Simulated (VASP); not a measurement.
Here is a VASP 6.6.1 calculation.

Contents of INCAR:

```
PREC     = Accurate       # precision mode
ENCUT    = 520            # plane-wave cutoff, eV
EDIFF    = 1E-6           # SCF threshold, eV
ISMEAR   = 0              # smearing method
SIGMA    = 0.1            # smearing width, eV
LREAL    = False          # projectors in reciprocal space
LASPH    = True           # aspherical terms in the spheres
NELM     = 60             # most SCF steps
ALGO     = Normal         # electronic algorithm
ISIF     = 2              # what is computed and relaxed
LWAVE    = False          # write WAVECAR
LCHARG   = False          # write CHGCAR
GGA      = PE             # functional
NBANDS   = 42             # bands
```

File KPOINTS:

```
Automatic mesh
0
Gamma
  6 6 4
```

POSCAR

```
InC2
1.0
    5.3794416648      0.0000000000      0.0000000000
   -2.6897208323      4.6587331398      0.0000000000
    0.0000000000      0.0000000000      5.9176976515
In C
3 6
Direct
    0.4687000000      0.0000000000      0.6666666667
    0.0000000000      0.4687000000      0.3333333333
    0.5313000000      0.5313000000      0.0000000000
    0.4169000000      0.2659000000      0.1196000000
    0.7341000000      0.1510000000      0.7862666667
    0.8490000000      0.5831000000      0.4529333333
    0.2659000000      0.4169000000      0.8804000000
    0.1510000000      0.7341000000      0.2137333333
    0.5831000000      0.8490000000      0.5470666667
```

Potentials or basis: VASP PAW PBE potentials, release 64 (In_d, C).

Launch:

```console
$ cat potpaw_PBE.64/In_d/POTCAR potpaw_PBE.64/C/POTCAR > POTCAR
$ mpirun -np 1 vasp_std > vasp.out
```

Task: What does it give for the pressure?

Result: 127.8 GPa.

Task: What does it give for the largest force?

Result: 60.386 eV/Å.

Stress tensor (GPa, compression positive):
```
143.88   0.00   0.00
  0.00 143.88   0.00
  0.00   0.00  95.58
```

Caveat: forces of over 1 eV/Å act on the atoms, so gaps and moduli don't describe the material at rest.
